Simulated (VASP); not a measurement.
Set up this calculation in VASP 6.6.1, as the native input.

```yaml
Task: single point
Functional: PBE
Potentials_or_basis: VASP PAW PBE potentials, release 64 (Cd, Te)
Cutoff: 520 eV
k_mesh: 10 × 10 × 10
Occupations: gaussian, width 0.02 eV
Spin: no spin polarisation
Dipole_correction: no
Further_INCAR_settings: ALGO = Normal; EDIFF = 1e-06; NBANDS = 16
```

The structure of CdTe lies in POSCAR:

```
CdTe
1.0
    0.0000000000      3.1905353690      3.1905353690
    3.1905353690      0.0000000000      3.1905353690
    3.1905353690      3.1905353690      0.0000000000
Cd Te
1 1
Direct
    0.0000000000      0.0000000000      0.0000000000
    0.2500000000      0.2500000000      0.2500000000
```

One way to write it, as run:

INCAR

```
  ALGO = Normal
  EDIFF = 1E-6
  ENCUT = 520
  GGA = PE
  ISIF = 2
  ISMEAR = 0
  LASPH = True
  LCHARG = False
  LREAL = False
  LWAVE = False
  NBANDS = 16
  NELM = 80
  PREC = Accurate
  SIGMA = 0.02
```

KPOINTS

```
k-points
0
Gamma
  10 10 10
```

Potentials or basis: VASP PAW PBE potentials, release 64 (Cd, Te).

Command:

```sh
$ cat potpaw_PBE.64/Cd/POTCAR potpaw_PBE.64/Te/POTCAR > POTCAR
$ mpirun -np 1 vasp_std > vasp.out
```

It gave:

The pressure is 5.2 GPa and the band gap on the k mesh is 0.92 eV, direct.

Caveat: spin-orbit coupling is left out, which moves the levels of the heavy elements.

Run time: 18 s on 1 thread of Intel(R) Xeon(R) 6975P-C (Granite Rapids) (shared host), peak memory 0.23 GiB.
